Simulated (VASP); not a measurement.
# Sc (P6/mmm) in VASP: a series of runs, part 2 of 2

VASP 6.6.1. Earlier steps stand in the parts before.

## (3) Single point, PBE

Contents of INCAR:

```
PREC     = Accurate       # precision mode
ENCUT    = 500            # plane-wave cutoff, eV
EDIFF    = 1E-6           # SCF threshold, eV
ISMEAR   = -1             # smearing method
SIGMA    = 0.1            # smearing width, eV
LREAL    = False          # projectors in reciprocal space
LASPH    = True           # aspherical terms in the spheres
NELM     = 120            # most SCF steps
ALGO     = Normal         # electronic algorithm
ISIF     = 2              # what is computed and relaxed
LWAVE    = False          # write WAVECAR
LCHARG   = False          # write CHGCAR
GGA      = PE             # functional
NBANDS   = 12             # bands
GGA_COMPAT= False
```

Contents of KPOINTS:

```
regular mesh
0
Gamma
  19 19 17
```

Contents of POSCAR:

```
Sc
1.0
    2.3120039866      0.0000000000      0.0000000000
   -1.1560019933      2.0022541860      0.0000000000
    0.0000000000      0.0000000000      2.1994270055
Sc
1
Direct
    0.0000000000      0.0000000000      0.0000000000
```

Potentials or basis: VASP PAW PBE potentials, release 64 (Sc_sv).

Launch:

```bash
$ cat potpaw_PBE.64/Sc_sv/POTCAR > POTCAR
$ mpirun -np 1 vasp_std > vasp.out
```

OUTCAR:

```text
PREC = Accurate
   ENCUT = 500
   EDIFF = 1E-6
   ISMEAR = -1
   LREAL = False
   LASPH = True
   NELM = 120
   ISIF = 2
   GGA = PE

 ion  position               nearest neighbor table
   1  0.000  0.000  0.000-

  LATTYP: Found a hexagonal cell.
 ALAT       =     2.3120039866
 C/A-ratio  =     0.9513076181

  Lattice vectors:

 A1 = (   2.3120039866,   0.0000000000,   0.0000000000)
 A2 = (  -1.1560019933,   2.0022541860,   0.0000000000)
 A3 = (   0.0000000000,   0.0000000000,   2.1994270055)

Analysis of symmetry for initial positions (statically):
=====================================================================
 Subroutine PRICEL returns:
 Original cell was already a primitive cell.

 Routine SETGRP: Setting up the symmetry group for a
 hexagonal supercell.

 Subroutine GETGRP returns: Found 24 space group operations
 (whereof 24 operations were pure point group operations)
 out of a pool of 24 trial point group operations.

The static configuration has the point symmetry D_6h.

Analysis of symmetry for dynamics (positions and initial velocities):
=====================================================================
 Subroutine PRICEL returns:
 Original cell was already a primitive cell.

 Routine SETGRP: Setting up the symmetry group for a
 hexagonal supercell.

 Subroutine GETGRP returns: Found 24 space group operations
 (whereof 24 operations were pure point group operations)
 out of a pool of 24 trial point group operations.

The dynamic configuration has the point symmetry D_6h.

 Subroutine INISYM returns: Found 24 space group operations
 (whereof 24 operations are pure point group operations),
 and found     1 'primitive' translations

----------------------------------------------------------------------------------------

[... 109 lines left out ...]
     AMIX     =   0.40;   BMIX     =  1.00
     AMIX_MAG =   1.60;   BMIX_MAG =  1.00
  volume/ion in A,a.u.               =      10.18        68.71
  Fermi-wavevector in a.u.,A,eV,Ry     =   1.679835  3.174428 38.393538  2.821845
  Thomas-Fermi vector in A             =   2.763676
   LORBIT       =      0    0 simple, 1 ext, 2 COOP (PROOUT), +10 PAW based schemes
   GGA     = PE    functional components
   LHFCALC =     F    Hartree Fock is set to
   AEXX    =    0.0000 exact exchange contribution
   IVDW    =     0    specifies the selected vdW correction
   LEPSILON=     F    determine dielectric tensor
   LRPA    =     F    only Hartree local field effects (RPA)
 non-spin polarized calculation
  energy-cutoff  :      500.00
  volume of cell :       10.18
 maximum number of plane-waves:       272
 NGX is ok and might be reduce to    18
   NGX =  9   NGY =  9   NGZ =  9

 number of electron      10.9999999 magnetization

 Free energy of the ion-electron system (eV)
  ---------------------------------------------------
  ext. energy  EPLUGINS =         0.00000000
  ---------------------------------------------------
  free energy    TOTEN  =        -1.84328598 eV

  energy without entropy =       -1.80905591  energy(sigma->0) =       -1.82617094

 E-fermi :  10.6135     XC(G=0): -14.1334

 val. band max:       10.6078178872   @ k =   0.2105   0.1053   0.2353
 cond. band min:      10.6193114323   @ k =   0.2105   0.0526   0.1765
 fundamental gap:      0.0114935451
 Fermi energy:        10.6135284919

 k-point     1 :       0.0000    0.0000    0.0000
  band No.  band energies     occupation
      1     -38.9980      2.00000
      2     -14.3012      2.00000
      3     -14.0763      2.00000
      4     -14.0763      2.00000
      5       6.7008      2.00000
      6       8.3551      2.00000
      7      12.9307      0.00000
      8      12.9307      0.00000
      9      20.0458      0.00000
     10      20.0458      0.00000
     11      29.7901      0.00000
     12      35.0710      0.00000
[... 331 lines left out ...]
 k-point    24 :       0.3158    0.1053    0.0000
  band No.  band energies     occupation
      1     -37.6306      2.00000
      2     -18.5375      2.00000
      3     -15.4584      2.00000
      4     -13.6905      2.00000
      5       8.2349      2.00000
      6      10.4756      1.59774
      7      14.0999      0.00000
      8      15.8175      0.00000
      9      18.8505      0.00000
     10      19.7042      0.00000
     11      29.2306      0.00000
     12      32.7335      0.00000

 [... further k-points ...]
[... 5 lines left out ...]
  --------------------------------------------------------------------------------------
  -------------------------------------------------------------------------------------
  Total       10.4824543     10.4824543     10.5565196      0.0000000      0.0000000     -0.0000000
  in kB     1649.5148122   1649.5148121   1661.1696893      0.0000000      0.0000000     -0.0000000
  external PRESSURE =    1653.3997712 kB  Pullay stress =       0.0000000 kB

 VOLUME and BASIS-vectors are now :
 -----------------------------------------------------------------------------
  energy-cutoff  :      500.00
  volume of cell :       10.18
      direct lattice vectors                 reciprocal lattice vectors
     2.312003987  0.000000000  0.000000000     0.432525206  0.249718544  0.000000000
    -1.156001993  2.002254186  0.000000000     0.000000000  0.499437088  0.000000000
     0.000000000  0.000000000  2.199427006     0.000000000  0.000000000  0.454663873

 POSITION                                       TOTAL-FORCE (eV/Angst)
 -----------------------------------------------------------------------------------
      0.00000      0.00000      0.00000         0.000000      0.000000      0.000000
 -----------------------------------------------------------------------------------
    total drift:                                0.000000      0.000000      0.000000

  FREE ENERGIE OF THE ION-ELECTRON SYSTEM (eV)
  ---------------------------------------------------
  free  energy   TOTEN  =        -1.8432859761 eV

  energy  without entropy=       -1.8090559101  energy(sigma->0) =       -1.82617094
```

OSZICAR:

```text
N       E                     dE             d eps       ncg     rms          rms(c)
DAV:   1     0.612215247381E+02    0.61222E+02   -0.50412E+03  9016   0.102E+03
DAV:   2    -0.128382794890E+01   -0.62505E+02   -0.60167E+02  8672   0.273E+02
DAV:   3    -0.200733227971E+01   -0.72350E+00   -0.71854E+00  9804   0.405E+01
DAV:   4    -0.201327605816E+01   -0.59438E-02   -0.59434E-02 10256   0.284E+00
DAV:   5    -0.201334583782E+01   -0.69780E-04   -0.69780E-04 11556   0.318E-01    0.227E+01
DAV:   6    -0.187103811155E+01    0.14231E+00   -0.14533E-01  9892   0.675E+00    0.116E+01
DAV:   7    -0.184416735498E+01    0.26871E-01   -0.68728E-02 10396   0.433E+00    0.129E+00
DAV:   8    -0.184334410563E+01    0.82325E-03   -0.77141E-03  9640   0.141E+00    0.370E-02
DAV:   9    -0.184329184617E+01    0.52259E-04   -0.11748E-04 10644   0.180E-01    0.157E-02
DAV:  10    -0.184328646181E+01    0.53844E-05   -0.59338E-06 11404   0.343E-02    0.304E-03
DAV:  11    -0.184328597612E+01    0.48569E-06   -0.18008E-07  4840   0.746E-03
   1 F= -.18432860E+01 E0= -.18261709E+01  d E =-.342301E-01
```

stdout:

```text
POSCAR found type information on POSCAR Sc
 POSCAR found :  1 types and       1 ions
 scaLAPACK will be used
 LDA part: xc-table for (Slater+PW92), standard interpolation
 POSCAR, INCAR and KPOINTS ok, starting setup
 FFT: planning ... GRIDC
 FFT: planning ... GRID_SOFT
 FFT: planning ... GRID
 WAVECAR not read
 entering main loop
```

It took 22 s on 1 thread of Intel Xeon 6975P-C, shared host; peak memory 0.15 GiB.

Results:

```yaml
Free_energy: -1.8433 eV
Pressure: 165.3 GPa
```

Levels at points of the mesh, in eV from the Fermi level:
```csv
k point,band 2,band 3,band 4,band 5,band 6,band 7,band 8,band 9,band 10,band 11
"(0.00, 0.00, 0.00)",-24.91,-24.69,-24.69,-3.91,-2.26,2.32,2.32,9.43,9.43,19.18
```
